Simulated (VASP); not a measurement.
# PbS (R3m) in VASP: further runs

Runs on PbS. Level: r2SCAN. Tasks: single point.

Everything below comes from runs of VASP 6.6.1. Logs are shortened: lines on timing, memory, paths and dates and some standing lists are left out, and cuts for length are marked.

## (1) The cell of the first run

It takes space group R3m (No. 160, trigonal). The conventional cell has a = 4.193 Å, b = 4.193 Å, c = 10.271 Å, α = 90.00°, β = 90.00°, γ = 120.00°. Within 3.9 Å of Pb (site symmetry 3m) lie 6 S at 2.94 to 2.99 Å. Within 3.9 Å of S (site symmetry 3m) lie 6 Pb at 2.94 to 2.99 Å.

## (2) Single point, r2SCAN (all S atoms moved +0.037 Å, as atom 2 along Cartesian [1 1 1])

POSCAR

```
PbS
1.0
    0.0000000000      2.9650000000      2.9650000000
    2.9650000000      0.0000000000      2.9650000000
    2.9650000000      2.9650000000      0.0000000000
Pb S
1 1
Direct
    0.0000000000      0.0000000000      0.0000000000
    0.5036510346      0.5036510346      0.5036510346
```

INCAR.step1

```
SYSTEM = PbS
PREC = Accurate
ENCUT = 550
ISMEAR = 0
SIGMA = 0.05
LREAL = .FALSE.
LASPH = .TRUE.
NELM = 120
NBANDS = 17
GGA = PE
ALGO = Normal
EDIFF = 1E-5
LWAVE = .TRUE.
LCHARG = .FALSE.
GGA_COMPAT = .FALSE.
```

INCAR.step2

```
SYSTEM = PbS
PREC = Accurate
ENCUT = 550
EDIFF = 1E-6
ISMEAR = 0
SIGMA = 0.05
LREAL = .FALSE.
LASPH = .TRUE.
NELM = 120
ALGO = Normal
ISIF = 2
LWAVE = .FALSE.
LCHARG = .FALSE.
METAGGA = R2SCAN
LMIXTAU = .TRUE.
NBANDS = 17
ISTART = 1
GGA_COMPAT = .FALSE.
```

KPOINTS

```
regular mesh
0
G
  8 8 8
  0 0 0
```

Potentials or basis: VASP PAW PBE potentials, release 64 (Pb_d, S).

Launch:

```
$ cat potpaw_PBE.64/Pb_d/POTCAR potpaw_PBE.64/S/POTCAR > POTCAR
$ cp INCAR.step1 INCAR
$ mpirun -np 1 vasp_std > vasp.out
$ cp INCAR.step2 INCAR
$ mpirun -np 1 vasp_std > vasp.out
```

OUTCAR:

```text
SYSTEM = PbS
   PREC = Accurate
   ENCUT = 550
   EDIFF = 1E-6
   ISMEAR = 0
   LREAL = .FALSE.
   LASPH = .TRUE.
   NELM = 120
   ISIF = 2
   METAGGA = R2SCAN
   ISTART = 1

 ion  position               nearest neighbor table
   1  0.000  0.000  0.000-   2 2.94   2 2.94   2 2.94   2 2.99   2 2.99   2 2.99
   2  0.504  0.504  0.504-   1 2.94   1 2.94   1 2.94   1 2.99   1 2.99   1 2.99

  LATTYP: Found a face centered cubic cell.
 ALAT       =     5.9300000000

  Lattice vectors:

 A1 = (   0.0000000000,   2.9650000000,   2.9650000000)
 A2 = (   2.9650000000,   0.0000000000,   2.9650000000)
 A3 = (   2.9650000000,   2.9650000000,   0.0000000000)

Analysis of symmetry for initial positions (statically):
=====================================================================
 Subroutine PRICEL returns:
 Original cell was already a primitive cell.

 Routine SETGRP: Setting up the symmetry group for a
 face centered cubic supercell.

 Subroutine GETGRP returns: Found  6 space group operations
 (whereof  6 operations were pure point group operations)
 out of a pool of 48 trial point group operations.

The static configuration has the point symmetry C_3v.

Analysis of symmetry for dynamics (positions and initial velocities):
=====================================================================
 Subroutine PRICEL returns:
 Original cell was already a primitive cell.

 Routine SETGRP: Setting up the symmetry group for a
 face centered cubic supercell.

 Subroutine GETGRP returns: Found  6 space group operations
 (whereof  6 operations were pure point group operations)
 out of a pool of 48 trial point group operations.

The dynamic configuration has the point symmetry C_3v.

 Subroutine INISYM returns: Found  6 space group operations
 (whereof  6 operations are pure point group operations),
 and found     1 'primitive' translations

----------------------------------------------------------------------------------------

                                     Primitive cell

  volume of cell :      52.1320

  direct lattice vectors                    reciprocal lattice vectors
     0.000000000  2.965000000  2.965000000    -0.168634064  0.168634064  0.168634064
     2.965000000  0.000000000  2.965000000     0.168634064 -0.168634064  0.168634064
     2.965000000  2.965000000  0.000000000     0.168634064  0.168634064 -0.168634064

  length of vectors
     4.193143212  4.193143212  4.193143212     0.292082767  0.292082767  0.292082767

  position of ions in fractional coordinates (direct lattice)
     0.000000000  0.000000000  0.000000000
     0.503651035  0.503651035  0.503651035

  ion indices of the primitive-cell ions
   primitive index   ion index
                 1           1
                 2           2

----------------------------------------------------------------------------------------

 KPOINTS: regular mesh

Automatic generation of k-mesh.
 Grid dimensions read from file:
 generate k-points for:    8    8    8

 Generating k-lattice:

  Cartesian coordinates                     Fractional coordinates (reciprocal lattice)
    -0.021079258  0.021079258  0.021079258     0.125000000  0.000000000  0.000000000
     0.021079258 -0.021079258  0.021079258     0.000000000  0.125000000  0.000000000
     0.021079258  0.021079258 -0.021079258     0.000000000  0.000000000  0.125000000

  Length of vectors
     0.036510346  0.036510346  0.036510346

  Shift w.r.t. Gamma in fractional coordinates (k-lattice)
     0.000000000  0.000000000  0.000000000

 Subroutine IBZKPT returns following result:
 ===========================================

 Found     65 irreducible k-points:

 Following reciprocal coordinates:
            Coordinates               Weight
  0.000000  0.000000  0.000000      1.000000
  0.125000  0.000000  0.000000      6.000000
  0.125000  0.125000  0.125000      2.000000
  0.250000  0.000000  0.000000      6.000000
  0.250000  0.250000  0.250000      2.000000
  0.375000  0.000000  0.000000      6.000000
[... 16 lines left out ...]
 -0.250000  0.125000  0.000000     12.000000
  0.125000  0.125000  0.375000      6.000000
 [... further k-points ...]
   k-points           NKPTS =     65   k-points in BZ     NKDIM =     65   number of bands    NBANDS=     17
   number of dos      NEDOS =    301   number of ions     NIONS =      2
   total plane-waves  NPLWV =  32768
   dimension x,y,z NGX =    32 NGY =   32 NGZ =   32
   dimension x,y,z NGXF=    64 NGYF=   64 NGZF=   64
   ions per type =               1   1
   NGX,Y,Z   is equivalent  to a cutoff of  12.69, 12.69, 12.69 a.u.
   NGXF,Y,Z  is equivalent  to a cutoff of  25.37, 25.37, 25.37 a.u.
 SYSTEM =  PbS
   PREC   = accura    normal or accurate (medium, high low for compatibility)
   ISTART =      1    job   : 0-new  1-cont  2-samecut
   ICHARG =      0    charge: 1-file 2-atom 10-const
   ISPIN  =      1    spin polarized calculation?
   LNONCOLLINEAR =      F non collinear calculations
   LSORBIT =      F    spin-orbit coupling
   LASPH  =      T    aspherical Exc in radial PAW
   ENCUT  =  550.0 eV  40.42 Ry    6.36 a.u.   8.02  8.02  8.02*2*pi/ulx,y,z
   NELM   =    120;   NELMIN=  2; NELMDL=  0     # of ELM steps
   EDIFF  = 0.1E-05   stopping-criterion for ELM
   LREAL  =      F    real-space projection
   EDIFFG = 0.1E-04   stopping-criterion for IOM
   NSW    =      0    number of steps for IOM
   IBRION =     -1    ionic relax: 0-MD 1-quasi-New 2-CG
   NFREE  =      0    steps in history (QN), initial steepest desc. (CG)
   ISIF   =      2    stress and relaxation
   ISYM   =      2    0-nonsym 1-usesym 2-fastsym
   POTIM  = 0.5000    time-step for ionic-motion
   TEBEG  =    0.0;   TEEND  =   0.0 temperature during run
   PSTRESS=    0.0 pullay stress
   NELECT =      20.0000    total number of electrons
   NUPDOWN=      -1.0000    fix difference up-down
   EMIN   =  10.00;   EMAX   =-10.00  energy-range for DOS
   EFERMI =   0.00;   METHOD = LEGACY
   ISMEAR =     0;   SIGMA  =   0.05  broadening in eV -4-tet -1-fermi 0-gaus
   EFERMI_NEDOS =   21; number of points for ismear=-14 and -15
   IALGO  =     38    algorithm
   IMIX   =      4    mixing-type and parameters
     AMIX     =   0.40;   BMIX     =  1.00
     AMIX_MAG =   1.60;   BMIX_MAG =  1.00
  volume/ion in A,a.u.               =      26.07       175.90
  Fermi-wavevector in a.u.,A,eV,Ry     =   1.189552  2.247928 19.252709  1.415034
  Thomas-Fermi vector in A             =   2.325657
   LORBIT       =      0    0 simple, 1 ext, 2 COOP (PROOUT), +10 PAW based schemes
   METAGGA = R2SCAN    functional components
   LHFCALC =     F    Hartree Fock is set to
   AEXX    =    0.0000 exact exchange contribution
   IVDW    =     0    specifies the selected vdW correction
   LEPSILON=     F    determine dielectric tensor
   LRPA    =     F    only Hartree local field effects (RPA)
 non-spin polarized calculation
 Gauss-broadening in eV      SIGMA  =   0.05
  energy-cutoff  :      550.00
  volume of cell :       52.13
 maximum number of plane-waves:      1542
   NGX = 17   NGY = 17   NGZ = 17

 number of electron      19.9999998 magnetization

 Free energy of the ion-electron system (eV)
  ---------------------------------------------------
  ext. energy  EPLUGINS =         0.00000000
  ---------------------------------------------------
  free energy    TOTEN  =       -65.60663480 eV

  energy without entropy =      -65.60663480  energy(sigma->0) =      -65.60663480

 E-fermi :   5.9305     XC(G=0): -10.2588

 val. band max:        5.7190563387   @ k =   0.5000   0.0000   0.0000
 cond. band min:       6.3428382223   @ k =   0.5000   0.0000   0.0000
 fundamental gap:      0.6237818836
 Fermi energy:         5.9305095855

 k-point     1 :       0.0000    0.0000    0.0000
  band No.  band energies     occupation
      1     -11.7399      2.00000
      2     -11.7397      2.00000
      3     -11.7397      2.00000
      4     -11.7243      2.00000
      5     -11.7243      2.00000
      6      -8.5122      2.00000
[... 9 lines left out ...]
     16      12.8640      0.00000
     17      14.7738      0.00000

 k-point     2 :       0.1250    0.0000    0.0000
  band No.  band energies     occupation
      1     -11.7391      2.00000
      2     -11.7372      2.00000
      3     -11.7371      2.00000
      4     -11.7252      2.00000
      5     -11.7251      2.00000
      6      -8.3761      2.00000
[... 9 lines left out ...]
     16      13.2378      0.00000
     17      16.0371      0.00000

 k-point     3 :       0.1250    0.1250    0.1250
  band No.  band energies     occupation
      1     -11.7393      2.00000
      2     -11.7371      2.00000
      3     -11.7371      2.00000
      4     -11.7252      2.00000
      5     -11.7252      2.00000
      6      -8.3763      2.00000
[... 9 lines left out ...]
     16      13.2314      0.00000
     17      16.0384      0.00000

 k-point     4 :       0.2500    0.0000    0.0000
  band No.  band energies     occupation
      1     -11.7450      2.00000
      2     -11.7447      2.00000
      3     -11.7377      2.00000
      4     -11.7133      2.00000
      5     -11.7131      2.00000
      6      -7.9993      2.00000
[... 9 lines left out ...]
     16      14.1110      0.00000
     17      18.1675      0.00000

 k-point     5 :       0.2500    0.2500    0.2500
  band No.  band energies     occupation
      1     -11.7447      2.00000
      2     -11.7447      2.00000
      3     -11.7380      2.00000
      4     -11.7132      2.00000
      5     -11.7132      2.00000
      6      -8.0001      2.00000
[... 9 lines left out ...]
     16      14.1112      0.00000
     17      18.1687      0.00000

 k-point     6 :       0.3750    0.0000    0.0000
  band No.  band energies     occupation
      1     -11.7561      2.00000
      2     -11.7558      2.00000
      3     -11.7369      2.00000
      4     -11.6977      2.00000
      5     -11.6975      2.00000
      6      -7.5148      2.00000
[... 9 lines left out ...]
     16      15.3759      0.00000
     17      18.0842      0.00000

 k-point     7 :       0.3750    0.3750    0.3750
  band No.  band energies     occupation
      1     -11.7558      2.00000
      2     -11.7558      2.00000
      3     -11.7372      2.00000
      4     -11.6976      2.00000
      5     -11.6976      2.00000
      6      -7.5167      2.00000
[... 9 lines left out ...]
     16      15.3768      0.00000
     17      18.0894      0.00000

 k-point     8 :       0.5000    0.0000    0.0000
  band No.  band energies     occupation
      1     -11.7608      2.00000
      2     -11.7605      2.00000
      3     -11.7367      2.00000
      4     -11.6911      2.00000
      5     -11.6909      2.00000
      6      -7.2574      2.00000
[... 9 lines left out ...]
     16      16.3347      0.00000
     17      16.7616      0.00000
[... 203 lines left out ...]
      1     -11.7772      2.00000
      2     -11.7508      2.00000
      3     -11.7334      2.00000
      4     -11.7017      2.00000
      5     -11.6899      2.00000
      6      -7.1993      2.00000
[... 9 lines left out ...]
     16      16.4959      0.00000
     17      16.8710      0.00000

 k-point    20 :      -0.3750    0.1250    0.0000
  band No.  band energies     occupation
      1     -11.7696      2.00000
      2     -11.7533      2.00000
      3     -11.7324      2.00000
      4     -11.6992      2.00000
      5     -11.6980      2.00000
      6      -7.2861      2.00000
[... 9 lines left out ...]
     16      16.3654      0.00000
     17      17.2981      0.00000

 k-point    21 :       0.1250    0.1250    0.5000
  band No.  band energies     occupation
      1     -11.7695      2.00000
      2     -11.7533      2.00000
      3     -11.7324      2.00000
      4     -11.6993      2.00000
      5     -11.6980      2.00000
      6      -7.2865      2.00000
[... 9 lines left out ...]
     16      16.3684      0.00000
     17      17.3019      0.00000

 k-point    22 :      -0.3750    0.5000   -0.3750
  band No.  band energies     occupation
      1     -11.7693      2.00000
      2     -11.7533      2.00000
      3     -11.7326      2.00000
      4     -11.6992      2.00000
      5     -11.6980      2.00000
      6      -7.2883      2.00000
[... 9 lines left out ...]
     16      16.3696      0.00000
     17      17.3030      0.00000

 k-point    23 :      -0.2500    0.1250    0.0000
  band No.  band energies     occupation
      1     -11.7537      2.00000
      2     -11.7471      2.00000
      3     -11.7353      2.00000
      4     -11.7149      2.00000
      5     -11.7045      2.00000
      6      -7.7286      2.00000
[... 9 lines left out ...]
     16      15.8370      0.00000
     17      17.1326      0.00000

 k-point    24 :       0.1250    0.1250    0.3750
  band No.  band energies     occupation
      1     -11.7535      2.00000
      2     -11.7472      2.00000
      3     -11.7353      2.00000
      4     -11.7148      2.00000
      5     -11.7046      2.00000
      6      -7.7291      2.00000
[... 9 lines left out ...]
     16      15.8410      0.00000
     17      17.1318      0.00000

 [... further k-points ...]

------------------------ aborting loop because EDIFF is reached ----------------------------------------

  FORCE on cell =-STRESS in cart. coord.  units (eV):
  Direction    XX          YY          ZZ          XY          YZ          ZX
  --------------------------------------------------------------------------------------
  -------------------------------------------------------------------------------------
  Total        0.4461149      0.4461149      0.4461149      0.0019646      0.0019646      0.0019646
  in kB       13.7104988     13.7104988     13.7104988      0.0603787      0.0603787      0.0603787
  external PRESSURE =      13.7104988 kB  Pullay stress =       0.0000000 kB

 VOLUME and BASIS-vectors are now :
 -----------------------------------------------------------------------------
  energy-cutoff  :      550.00
  volume of cell :       52.13
      direct lattice vectors                 reciprocal lattice vectors
     0.000000000  2.965000000  2.965000000    -0.168634064  0.168634064  0.168634064
     2.965000000  0.000000000  2.965000000     0.168634064 -0.168634064  0.168634064
     2.965000000  2.965000000  0.000000000     0.168634064  0.168634064 -0.168634064

 POSITION                                       TOTAL-FORCE (eV/Angst)
 -----------------------------------------------------------------------------------
      0.00000      0.00000      0.00000         0.009322      0.009322      0.009322
      2.98665      2.98665      2.98665        -0.009322     -0.009322     -0.009322
 -----------------------------------------------------------------------------------
    total drift:                               -0.000074     -0.000074     -0.000074

  FREE ENERGIE OF THE ION-ELECTRON SYSTEM (eV)
  ---------------------------------------------------
  free  energy   TOTEN  =       -65.6066348031 eV

  energy  without entropy=      -65.6066348031  energy(sigma->0) =      -65.60663480
```

It took 60 s on 1 thread of Intel Xeon 6975P-C (Granite Rapids), shared host; peak memory 0.22 GiB.

What came out:

- Free energy: -65.6066 eV
- Pressure: 1.4 GPa
- Largest force: 0.016 eV/Å
- Band gap on the k mesh: 0.62 eV, direct

Forces in eV/Å, atoms in the order of the input:
```
Pb   0.009  0.009  0.009
S   -0.009 -0.009 -0.009
```

Levels at points of the mesh, in eV from the valence-band top:
| k point | band 7 | band 8 | band 9 | band 10 | band 11 | band 12 | band 13 | band 14 |
| --- | --- | --- | --- | --- | --- | --- | --- | --- |
| (0.00, 0.00, 0.00) | -6.11 | -2.35 | -2.35 | -2.34 | 5.54 | 5.55 | 5.55 | 7.13 |
| (0.50, 0.00, 0.00) | -9.13 | -1.94 | -1.94 | 0.00 | 0.62 | 2.18 | 2.18 | 9.16 |
| (0.50, 0.50, 0.50) | -9.12 | -1.94 | -1.94 | -0.01 | 0.63 | 2.18 | 2.18 | 9.16 |
| (0.50, 0.50, 0.00) | -7.38 | -5.40 | -3.63 | -3.63 | 4.13 | 6.01 | 6.09 | 6.10 |

Caveat: the cell differs from its parent crystal (all S atoms moved +0.037 Å, as atom 2 along Cartesian [1 1 1]); the PAW data sets were made with another functional, which shifts forces and pressure a little; spin-orbit coupling is left out, which moves the levels of the heavy elements. A k mesh can miss the band edges.

## (3) Single point, r2SCAN (all S atoms moved +0.013 Å, as atom 2 along Cartesian [1 1 1])

POSCAR, as its differences from that of step 2:

```diff
@@ -9,2 +9,2 @@
     0.0000000000      0.0000000000      0.0000000000
-    0.5036510346      0.5036510346      0.5036510346
+    0.5012170115      0.5012170115      0.5012170115
```

INCAR.step1

```
PREC = Accurate
ENCUT = 550
ISMEAR = 0
SIGMA = 0.05
LREAL = F
LASPH = T
NELM = 120
NBANDS = 17
GGA = PE
ALGO = Normal
EDIFF = 1E-5
LWAVE = T
LCHARG = F
GGA_COMPAT = F
```

INCAR.step2

```
PREC = Accurate
ENCUT = 550
EDIFF = 1E-6
ISMEAR = 0
SIGMA = 0.05
LREAL = F
LASPH = T
NELM = 120
ALGO = Normal
ISIF = 2
LWAVE = F
LCHARG = T
METAGGA = R2SCAN
LMIXTAU = T
LELF = T
LVHAR = T
NBANDS = 17
ISTART = 1
GGA_COMPAT = F
```

KPOINTS

```
Automatic mesh
0
Gamma
  8 8 8
```

Potentials or basis: VASP PAW PBE potentials, release 64 (Pb_d, S).

Launch:

```
$ cat potpaw_PBE.64/Pb_d/POTCAR potpaw_PBE.64/S/POTCAR > POTCAR
$ cp INCAR.step1 INCAR
$ mpirun -np 1 vasp_std > vasp.out
$ cp INCAR.step2 INCAR
$ mpirun -np 1 vasp_std > vasp.out
```

Run time: 62 s. Hardware: 1 thread of Intel Xeon 6975P-C (Granite Rapids), shared host; peak memory 0.22 GiB.

It converged, with:

| Quantity | Value |
| --- | --- |
| Free energy | -65.6069 eV |
| Pressure | 1.4 GPa |
| Largest force | 0.005 eV/Å |
| Band gap on the k mesh | 0.62 eV, direct |

Forces in eV/Å, atoms in the order of the input:
```
Pb   0.003  0.003  0.003
S   -0.003 -0.003 -0.003
```

Levels at points of the mesh, in eV from the valence-band top:
```
           k point  band 6  band 7  band 8  band 9  band 10  band 11  band 12  band 13  band 14  band 15
(0.00, 0.00, 0.00)  -14.23   -6.11   -2.35   -2.35    -2.35     5.55     5.55     5.55     7.13     7.13
(0.50, 0.00, 0.00)  -12.98   -9.13   -1.94   -1.94     0.00     0.62     2.17     2.17     9.16    10.61
(0.50, 0.50, 0.50)  -12.98   -9.13   -1.94   -1.94     0.00     0.62     2.17     2.17     9.16    10.61
(0.50, 0.50, 0.00)  -12.51   -7.37   -5.40   -3.63    -3.63     4.14     6.00     6.09     6.09    11.69
```

Caveat: the cell differs from its parent crystal (all S atoms moved +0.013 Å, as atom 2 along Cartesian [1 1 1]); the PAW data sets were made with another functional, which shifts forces and pressure a little; spin-orbit coupling is left out, which moves the levels of the heavy elements. A k mesh can miss the band edges.
